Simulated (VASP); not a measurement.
The system is Y.

```
Y
1.0
     3.64740    0.00000    0.00000
    -1.82370    3.15874    0.00000
     0.00000    0.00000    5.73060
Y
2
Direct
  0.33333 0.66667 0.25000
  0.66667 0.33333 0.75000
```

| Item | Value |
| --- | --- |
| Program | VASP 6.6.1 |
| Task | relaxation of cell and atoms |
| Functional | LDA |
| Potentials or basis | VASP PAW LDA potentials, release 64 (Y_sv) |
| Cutoff | 600 eV |
| k mesh | 8 × 8 × 5 |
| Occupations | fermi-dirac, width 0.1 eV |
| Spin | no spin polarisation |

At the start: pressure -3.8 GPa; volume 33.01 Å³/atom.

Problem. How do energy, volume and symmetry change on relaxing?

Solution. Over 3 steps the energy falls by 39.7 meV/atom and the volume is 29.88 Å³/atom (-9.5 %); space group P6_3/mmc (No. 194, to 0.1 Å) before and after.

The path:
| step | energy change (eV) | largest force (eV/Å) | pressure (GPa) | volume (Å³) |
| --- | --- | --- | --- | --- |
| 1 | 0.0000 | 0.0000 | -3.80 | 66.02 |
| 2 | -0.0773 | 0.0000 | 0.73 | 58.82 |
| 3 | -0.0794 | 0.0000 | 0.02 | 59.76 |

Final structure:
```yaml
crystal:
  lattice:
    - [3.53192, 0.00000, 0.00000]
    - [-1.76596, 3.05873, 0.00000]
    - [0.00000, 0.00000, 5.53129]
  atoms:
    - { symbol: Y, position: [0.33333, 0.66667, 0.25000] }
    - { symbol: Y, position: [0.66667, 0.33333, 0.75000] }
```
